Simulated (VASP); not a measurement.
Runs of VASP 6.6.1 on MoS2. The structure is that of space group P6_3/mmc (No. 194), or close to it. The cells are those of the table. 

```csv
level,potentials or basis,cell,k mesh,cutoff (eV),smearing,gap on the mesh (eV),pressure (GPa),largest force (eV/Å)
LDA,"VASP PAW LDA potentials, release 64 (Mo_sv, S)","a = 3.122, b = 3.122, c = 12.079 Å, angles 90.0, 90.0, 120.0°, 6 atoms",12 × 12 × 4,500,gaussian 0.01 eV,0.74,0.1,0.02
LDA,"VASP PAW LDA potentials, release 64 (Mo_sv, S)","a = 3.192, b = 3.192, c = 13.378 Å, angles 90.0, 90.0, 120.0°, 6 atoms",6 × 6 × 2,520,gaussian 0.1 eV,(b),-7.1,0.57
LDA,"VASP PAW LDA potentials, release 64 (Mo_sv, S)","a = 3.122, b = 3.122, c = 12.079 Å, angles 90.0, 90.0, 120.0°, 6 atoms",12 × 12 × 4,500,gaussian 0.02 eV,0.74,0.1,0.02
RPBE,"VASP PAW PBE potentials, release 64 (Mo_sv, S)","a = 3.210, b = 3.210, c = 16.384 Å, angles 90.0, 90.0, 120.0°, 6 atoms",12 × 12 × 2,500,gaussian 0.02 eV,(a),-0.2,0.02
```

Alike in all rows: task single point; no spin polarisation.

Q: Fill in the values left out.

A: (a) 1.45; (b) 1.19.

Caveats: the PAW data sets were made with another functional, which shifts forces and pressure a little (some runs); this functional lacks dispersion, which binds the layers, so the pressure and a relaxed spacing across them are unreliable (some runs).

A k mesh can miss the band edges, and the runs leave out spin-orbit coupling on Mo.
